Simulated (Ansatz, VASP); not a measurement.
**One calculation of BP2, two programs**

```xyz
6
Lattice="6.1166 0.0000 0.0000 0.0000 6.1166 0.0000 0.0000 0.0000 2.3739" Properties=species:S:1:pos:R:3 pbc="T T T"
B     3.0583    3.0583    1.1870
B     0.0000    0.0000    0.0000
P     1.9401    0.0000    0.0000
P     4.1765    0.0000    0.0000
P     0.0000    1.9401    0.0000
P     0.0000    4.1765    0.0000
```

Alike in both runs: functional PBE; k mesh 3 × 3 × 4; occupations gaussian, width 0.2 eV; no spin polarisation.

Ansatz relaxed the structure, and its values are those at the end. VASP's run is a single point on that final structure, the one shown.

```csv
,VASP,Ansatz
version,VASP 6.6.1,Ansatz 0.2.0
potentials or method,"VASP PAW PBE potentials, release 64 (B, P), cutoff 500 eV","scalar-relativistic, plane waves, PAW"
valence electrons in the cell,26,26
```

VASP gave:

| Item | Value |
| --- | --- |
| gap on the k mesh at the Fermi level (eV) | none |
| pressure (GPa) | 0.3 |
| rms of the force components (eV/Å) | 0.009 |

Task: Which values does Ansatz return?

Result: gap on the k mesh at the Fermi level (eV): none; pressure (GPa): 0.5; rms of the force components (eV/Å): 0.011.

A gap of «none» marks a metal or a gap that the smearing closes. With one functional, cell and mesh, what is left measures potentials, basis and numerics.

The k mesh is coarse, so the values compare programs but aren't converged.
